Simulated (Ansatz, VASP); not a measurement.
Two plane-wave programs on Au

```
CELL_PARAMETERS angstrom
-1.63813 1.63813 1.63813
1.63813 -1.63813 1.63813
1.63813 1.63813 -1.63813
ATOMIC_POSITIONS crystal
Au 0.00000 0.00000 0.00000
```

Alike in both runs: task single point; functional r2SCAN; k mesh 15 × 15 × 15; occupations fermi-dirac, width 0.1 eV; no spin polarisation.

```csv
,VASP,Ansatz
version,VASP 6.6.1,Ansatz 0.2.0
potentials or method,"VASP PAW PBE potentials, release 64 (Au), cutoff 550 eV","plane waves (500 eV) with PAW, scalar-relativistic"
valence electrons in the cell,11,19
```

```tsv
	VASP	Ansatz	Ansatz less VASP
pressure (GPa)	0.7	0.4	-0.30
```

VASP's potentials were made for PBE, not for r2SCAN. The functional is the same, so the differences come from potentials, cutoffs and numerics. VASP's potentials hold 11 valence electrons a cell and Ansatz's 19, so a difference there can come from the potentials and not from the codes.

Neither program's run includes spin-orbit coupling.
